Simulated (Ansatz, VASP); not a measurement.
# CsBr in VASP and in Ansatz

```
Cs Br
1.0
     4.29351    0.00000    0.00000
     0.00000    4.29351    0.00000
     0.00000    0.00000    4.29351
Cs Br
1 1
Cartesian
  0.0000 0.0000 0.0000
  2.1468 2.1468 2.1468
```

Alike in both runs: functional r2SCAN; k mesh 8 × 8 × 8; occupations fermi-dirac, width 0.02 eV; no spin polarisation.

Ansatz relaxed the structure, and its values are those at the end. VASP's run is a single point on that final structure, the one shown.

|  | VASP | Ansatz |
| --- | --- | --- |
| version | VASP 6.6.1 | Ansatz 0.2.0 |
| potentials or method | VASP PAW PBE potentials, release 64 (Cs_sv, Br), cutoff 550 eV | PAW plane waves |
| valence electrons in the cell | 16 | 16 |

|  | VASP | Ansatz | Ansatz less VASP |
| --- | --- | --- | --- |
| gap on the k mesh at the Fermi level (eV) | 5.27 | 5.28 | +0.012 |
| pressure (GPa) | 0.4 | 0.3 | -0.05 |

VASP's potentials were made for PBE, not for r2SCAN. Ansatz's warnings: stress scf threshold loose.

Spin-orbit coupling is off throughout.
